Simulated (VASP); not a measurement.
Input of a VASP 6.6.1 run:

Contents of INCAR:

```
SYSTEM = AlN
ALGO = Normal ; EDIFF = 1E-6
ENCUT = 520 ; GGA = PE
ISIF = 2 ; ISMEAR = -1
LASPH = .True. ; LCHARG = .False.
LREAL = .False. ; LWAVE = .False.
NBANDS = 16 ; NELM = 100
PREC = Accurate ; SIGMA = 0.05
```

The input KPOINTS:

```
k-points
0
Gamma
  9 9 7
  0 0 0
```

The input POSCAR:

```
AlN
1.0
    3.3121157418      0.0000000000      0.0000000000
   -1.6560578709      2.8683763727      0.0000000000
    0.0000000000      0.0000000000      4.1875630000
Al N
2 2
Direct
    0.6666666667      0.3333333333      0.2500000000
    0.3333333333      0.6666666667      0.7500000000
    0.6666666667      0.3333333333      0.7500000000
    0.3333333333      0.6666666667      0.2500000000
```

Potentials or basis: VASP PAW PBE potentials, release 64 (Al, N).

Launch:

```sh
$ cat potpaw_PBE.64/Al/POTCAR potpaw_PBE.64/N/POTCAR > POTCAR
$ mpirun -np 1 vasp_std > vasp.out
```

(1) What does it give for the band gap on the k mesh?

(2) Estimate the pressure.

## Answers

(1) 3.27 eV.

(2) 0.0 GPa.

Caveat: an odd mesh through Γ misses points on the zone boundary, where band edges can lie.
